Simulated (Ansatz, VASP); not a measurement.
**KHF2: VASP beside Ansatz**

The input POSCAR:

```
KHF2
1.0
   -2.8382150000      2.8382150000      3.4088610000
    2.8382150000     -2.8382150000      3.4088610000
    2.8382150000      2.8382150000     -3.4088610000
K H F
2 2 4
Direct
    0.2500000000      0.2500000000      0.0000000000
    0.7500000000      0.7500000000      0.0000000000
    0.5000000000      0.0000000000      0.5000000000
    0.0000000000      0.5000000000      0.5000000000
    0.6408000000      0.1408000000      0.7816000000
    0.1408000000      0.3592000000      0.5000000000
    0.3592000000      0.8592000000      0.2184000000
    0.8592000000      0.6408000000      0.5000000000
```

Contents of INCAR.step1:

```
  PREC = Accurate
  ENCUT = 520
  ISMEAR = 1
  SIGMA = 0.0614
  LREAL = F
  LASPH = T
  NELM = 60
  NBANDS = 34
  GGA = PE
  ALGO = Normal
  EDIFF = 1E-4
  LWAVE = T
  LCHARG = F
```

INCAR.step2

```
  PREC = Accurate
  ENCUT = 520
  EDIFF = 1E-6
  ISMEAR = 1
  SIGMA = 0.0614
  LREAL = F
  LASPH = T
  NELM = 60
  ALGO = Normal
  ISIF = 2
  LWAVE = F
  LCHARG = T
  METAGGA = R2SCAN
  LMIXTAU = T
  LELF = T
  LVHAR = T
  NBANDS = 34
  ISTART = 1
```

Contents of KPOINTS:

```
regular mesh
0
Gamma
  6 6 6
```

Input for Ansatz:

```yaml
crystal:
  lattice:
    - [-2.838215, 2.838215, 3.408861]
    - [2.838215, -2.838215, 3.408861]
    - [2.838215, 2.838215, -3.408861]
  atoms:
    - { symbol: K, position: [0.25, 0.25, 0.0] }
    - { symbol: K, position: [0.75, 0.75, 0.0] }
    - { symbol: H, position: [0.5, 0.0, 0.5] }
    - { symbol: H, position: [0.0, 0.5, 0.5] }
    - { symbol: F, position: [0.6408, 0.1408, 0.7816] }
    - { symbol: F, position: [0.1408, 0.3592, 0.5] }
    - { symbol: F, position: [0.3592, 0.8592, 0.2184] }
    - { symbol: F, position: [0.8592, 0.6408, 0.5] }
  symmetry: { tolerance: 0.0003 }
kpoints:
  mp_grid: { grid: [6, 6, 6], shift: [0, 0, 0] }
  band_path:
    path:
      - [0.0, 0.0, 0.0]
      - [0.0, 0.0, 0.5]
      - [0.25, 0.25, 0.25]
      - [0.0, 0.5, 0.0]
      - [0.0, 0.0, 0.0]
      - [0.5, 0.5, -0.5]
      - [0.42330536, 0.57669464, -0.42330536]
    npoints: 8
magnetization:
  spin_polarized: false
scf:
  occupations: { method: cold, width: 0.0614 }
  lower_state_search: "off"
  max_iter: 200
hamiltonian:
  pseudopotentials: { kind: paw }
  xc: r2scan
basis:
  ecutwfc: 500
  fft_grid_basis: typed
output:
  forces: true
  stress: true
  eigenvalues: true
  bader: true
  populations: true
  elf: true
  write_potential: true
  volumetric_format: npy
  dos:
    e_range: [-12, 8]
    de: 0.05
    projected: { site_lists: { F: [F], H: [H], K: [K] } }
checkpoint:
  read: saved_state
```

Alike in both runs: task single point; functional r2SCAN; k mesh 6 × 6 × 6; no spin polarisation.

|  | VASP | Ansatz |
| --- | --- | --- |
| version | VASP 6.6.1 | Ansatz 0.2.0 |
| potentials or method | VASP PAW PBE potentials, release 64 (K_sv, H, F), cutoff 520 eV | PAW plane waves |
| occupations | methfessel-paxton of order 1, width 0.0614 eV | cold, width 0.0614 eV |
| valence electrons in the cell | 48 | 48 |

VASP gave:

| Item | Value |
| --- | --- |
| pressure (GPa) | -0.5 |
| traceless stress, the component that is largest in VASP (GPa) | -0.77 |
| rms of the force components (eV/Å) | 0.158 |

**Question.** Estimate Ansatz's values.

**Answer.** Pressure (GPa): -0.5; traceless stress, the component that is largest in VASP (GPa): -0.54; rms of the force components (eV/Å): 0.118.

VASP's potentials were made for PBE, not for r2SCAN. Atom by atom the forces differ by 0.040 eV/Å (rms over components).
